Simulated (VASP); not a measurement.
Here is a VASP 6.6.1 calculation.

Contents of INCAR:

```
SYSTEM = GaAs
ALGO = Normal ; EDIFF = 1E-8
ENCUT = 520 ; GGA = CA
ISIF = 2 ; ISMEAR = -1
LASPH = .TRUE. ; LCHARG = .FALSE.
LEFG = .TRUE. ; LREAL = .FALSE.
LWAVE = .FALSE. ; NBANDS = 16
NELM = 100 ; PREC = Accurate
SIGMA = 0.08
```

KPOINTS

```
k-points
0
G
  10 10 10
  0 0 0
```

POSCAR

```
GaAs
1.0
    0.0000000000      2.8268500000      2.8833870000
    2.8268500000      0.0000000000      2.8833870000
    2.8268500000      2.8268500000      0.0000000000
Ga As
1 1
Direct
    0.0000000000      0.0000000000      0.0000000000
    0.7500000000      0.7500000000      0.7500000000
```

Potentials or basis: VASP PAW LDA potentials, release 64 (Ga_d, As).

The run is started by

```sh
$ cat potpaw_LDA.64/Ga_d/POTCAR potpaw_LDA.64/As/POTCAR > POTCAR
$ mpirun -np 1 vasp_std > vasp.out
```

(1) Predict the pressure.

Results:

(1) -2.8 GPa.

Caveat: the cell differs from its parent crystal (zz strain of +2 %); without QUAD_EFG the Cq values of the log hold for a quadrupole moment of 1 mb, not for the nuclei.
